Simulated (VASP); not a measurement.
HgH3, 4 atoms in the cell. Symmetry: P-6m2, No. 187, hexagonal system. The conventional cell has a = 5.083 Å, b = 5.083 Å, c = 3.684 Å, α = 90.00°, β = 90.00°, γ = 120.00°. Within 2.4 Å of Hg (site symmetry -6m2) lie 2 H at 1.84 Å. H (site symmetry -6m2) has 2 Hg at 1.84 Å within 2.4 Å. H (site symmetry 3m) has 1 H at 0.75 Å within 1.0 Å. 

```yaml
Program: VASP 6.6.1
Task: single point
Functional: PBE
Potentials_or_basis: VASP PAW PBE potentials, release 64 (Hg, H)
Cutoff: 520 eV
k_mesh: 6 × 6 × 2
Occupations: gaussian, width 0.1 eV
Spin: no spin polarisation
Dipole_correction: no
Further_INCAR_settings: ALGO = Normal; EDIFF = 1e-06; NBANDS = 16
```

Potentials or basis: VASP PAW PBE potentials, release 64 (Hg, H).

Run with:

```bash
$ cat potpaw_PBE.64/Hg/POTCAR potpaw_PBE.64/H/POTCAR > POTCAR
$ mpirun -np 1 vasp_std > vasp.out
```

Hardware: 1 thread of AMD EPYC 7R13, on a shared host.

Estimate the wall time of this run.

Run time: 39 s on 1 thread of AMD EPYC 7R13 (shared host), peak memory 0.17 GiB. Counts: scf iterations 13, k points 14.
